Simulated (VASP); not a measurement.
A run of VASP 6.6.1:

The input POSCAR:

```
Ba
1.0
   -2.5514374208      2.5514374208      2.5514374208
    2.5514374208     -2.5514374208      2.5514374208
    2.5514374208      2.5514374208     -2.5514374208
Ba
1
Direct
    0.0000000000      0.0000000000      0.0000000000
```

INCAR.step1

```
  PREC = Accurate
  ENCUT = 520
  EDIFF = 1E-5
  ISMEAR = -1
  SIGMA = 0.1
  LREAL = F
  LASPH = T
  NELM = 60
  ALGO = Normal
  ISIF = 2
  LWAVE = T
  LCHARG = F
  NBANDS = 11
  GGA = PE
```

The input INCAR.step2:

```
  PREC = Accurate
  ENCUT = 520
  EDIFF = 1E-6
  ISMEAR = -1
  SIGMA = 0.1
  LREAL = F
  LASPH = T
  NELM = 60
  ALGO = Normal
  ISIF = 2
  LWAVE = F
  LCHARG = F
  GGA = B3
  LHFCALC = T
  AEXX = 0.2
  AGGAX = 0.72
  AGGAC = 0.81
  ALDAC = 0.19
  PRECFOCK = Normal
  NBANDS = 11
  ISTART = 1
```

Contents of KPOINTS:

```
regular mesh
0
Gamma
  5 5 5
```

Potentials or basis: VASP PAW PBE potentials, release 64 (Ba_sv).

Launch:

```console
$ cat potpaw_PBE.64/Ba_sv/POTCAR > POTCAR
$ cp INCAR.step1 INCAR
$ mpirun -np 1 vasp_std > vasp.out
$ cp INCAR.step2 INCAR
$ mpirun -np 1 vasp_std > vasp.out
```

Hardware: 1 thread of Intel(R) Xeon(R) Platinum 8488C (Sapphire Rapids), on a shared host.

Task: How long does it take, and how much memory?

Result: Wall time 10 min on 1 thread of Intel(R) Xeon(R) Platinum 8488C (Sapphire Rapids) (shared host), peak memory 0.21 GiB. Counts: k points 10.
